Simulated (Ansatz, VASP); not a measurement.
Fe: VASP beside Ansatz

```
Fe
1.0
    -1.43325    1.43325    1.43325
     1.43325   -1.43325    1.43325
     1.43325    1.43325   -1.43325
Fe
1
Direct
  0.00000 0.00000 0.00000
```

Alike in both runs: task relaxation of cell and atoms; functional RPBE; k mesh 15 × 15 × 15; occupations fermi-dirac, width 0.1 eV; no spin polarisation.

```csv
,VASP,Ansatz
version,VASP 6.6.1,Ansatz 0.2.0
potentials or method,"VASP PAW PBE potentials, release 64 (Fe), cutoff 600 eV","plane waves (420 eV) with PAW, scalar-relativistic"
valence electrons in the cell,8,16
```

Ansatz gave:

| Item | Value |
| --- | --- |
| relaxed volume (Å³/atom) | 10.77 |
| relaxed cell length with the largest relative difference (Å) | 2.409 |

Q: Estimate VASP's values.

A: Relaxed volume (Å³/atom): 10.75; relaxed cell length with the largest relative difference (Å): 2.408.

VASP's potentials were made for PBE, not for RPBE. VASP's potentials hold 8 valence electrons a cell and Ansatz's 16, so a difference there can come from the potentials and not from the codes.
